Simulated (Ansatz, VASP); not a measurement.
# One calculation of RbCl, two programs

```
CELL_PARAMETERS angstrom
0.00000 3.18854 3.18854
3.18854 0.00000 3.18854
3.18854 3.18854 0.00000
ATOMIC_POSITIONS crystal
Rb 0.00000 0.00000 0.00000
Cl 0.50000 0.50000 0.50000
```

Alike in both runs: task single point; functional LDA; k mesh 8 × 8 × 8; occupations fermi-dirac, width 0.02 eV; no spin polarisation.

|  | VASP | Ansatz |
| --- | --- | --- |
| version | VASP 6.6.1 | Ansatz 0.2.0 |
| potentials or method | VASP PAW LDA potentials, release 64 (Rb_sv, Cl), cutoff 500 eV | all-electron LAPW, scalar-relativistic |

|  | VASP | Ansatz | Ansatz less VASP |
| --- | --- | --- | --- |
| gap on the k mesh at the Fermi level (eV) | 4.86 | 4.85 | -0.005 |
| pressure (GPa) | 0.0 | 0.0 | -0.04 |

LDA's correlation is that of Perdew and Zunger in VASP and of Perdew and Wang (1992) in Ansatz. Ansatz ran all-electron here, and VASP with PAW potentials.
